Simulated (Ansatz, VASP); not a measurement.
**CdS in VASP and in Ansatz**

```
CELL_PARAMETERS angstrom
0.00000 2.92540 2.95897
2.92540 0.00000 2.95897
2.92540 2.92540 0.00000
ATOMIC_POSITIONS crystal
Cd 0.00000 0.00000 0.00000
S 0.25000 0.25000 0.25000
```

Change from the starting cell: epitaxial_xy strain -0.5%.

Alike in both runs: task single point; functional PBE; k mesh 8 × 8 × 8; occupations fermi-dirac, width 0.02 eV; no spin polarisation.

```csv
,VASP,Ansatz
version,VASP 6.6.1,Ansatz 0.2.0
potentials or method,"VASP PAW PBE potentials, release 64 (Cd, S)","plane waves, PAW"
plane-wave cutoff (eV),520,420
valence electrons in the cell,18,26
```

```tsv
	VASP	Ansatz	Ansatz less VASP
gap on the k mesh at the Fermi level (eV)	1.09	1.09	-0.003
pressure (GPa)	1.9	1.5	-0.33
traceless stress, the component that is largest in VASP (GPa)	-0.14	-0.14	-0.003
```

VASP's potentials hold 18 valence electrons a cell and Ansatz's 26, so a difference there can come from the potentials and not from the codes.
